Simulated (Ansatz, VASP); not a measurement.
## CdAg in VASP and in Ansatz

File INCAR:

```
SYSTEM = CdAg
PREC = Accurate ; ENCUT = 600
EDIFF = 1E-6 ; ISMEAR = -1
SIGMA = 0.15 ; LREAL = .False.
LASPH = .True. ; NELM = 100
ALGO = Normal ; ISIF = 3
LWAVE = .False. ; LCHARG = .False.
GGA = CA ; IBRION = 2
NSW = 80 ; EDIFFG = -0.001
```

KPOINTS

```
regular mesh
0
Gamma
  12 12 12
  0 0 0
```

Contents of POSCAR:

```
CdAg
1.0
    3.2645240347      0.0000000000      0.0000000000
    0.0000000000      3.2645240347      0.0000000000
    0.0000000000      0.0000000000      3.2645240347
Cd Ag
1 1
Direct
    0.5000000000      0.5000000000      0.5000000000
    0.0000000000      0.0000000000      0.0000000000
```

Input for Ansatz:

```yaml
crystal:
  lattice:
    - [3.2645240347, 0.0, 0.0]
    - [0.0, 3.2645240347, 0.0]
    - [0.0, 0.0, 3.2645240347]
  atoms:
    - { symbol: Cd, position: [0.5, 0.5, 0.5] }
    - { symbol: Ag, position: [0.0, 0.0, 0.0] }
basis:
  ecutwfc: 420
kpoints:
  mp_grid: { grid: [12, 12, 12] }
hamiltonian:
  xc: lda
scf:
  occupations: { method: fermi_dirac, width: 0.15 }
output:
  forces: true
  stress: true
  eigenvalues: true
relax:
  adjacent_minimum: "off"
  f_tol: 0.001
  max_steps: 60
  cell: { stress_tol: 0.01 }
```

Alike in both runs: task relaxation of cell and atoms; functional LDA; k mesh 12 × 12 × 12; occupations fermi-dirac, width 0.15 eV; no spin polarisation.

```csv
,VASP,Ansatz
version,VASP 6.6.1,Ansatz 0.2.0
potentials or method,"VASP PAW LDA potentials, release 64 (Cd, Ag), cutoff 600 eV","scalar-relativistic, plane waves, PAW"
valence electrons in the cell,23,39
```

```csv
,VASP,Ansatz,Ansatz less VASP
"gap on the k mesh at the Fermi level, each at its own relaxed structure (eV)",none,none,-
relaxed volume (Å³/atom),17.51,17.40,-0.113
relaxed cell length with the largest relative difference (Å),3.272,3.265,-0.0071
```

LDA's correlation is that of Perdew and Zunger in VASP and of Perdew and Wang (1992) in Ansatz. A gap of «none» marks a metal or a gap that the smearing closes. VASP's potentials hold 23 valence electrons a cell and Ansatz's 39, so a difference there can come from the potentials and not from the codes.
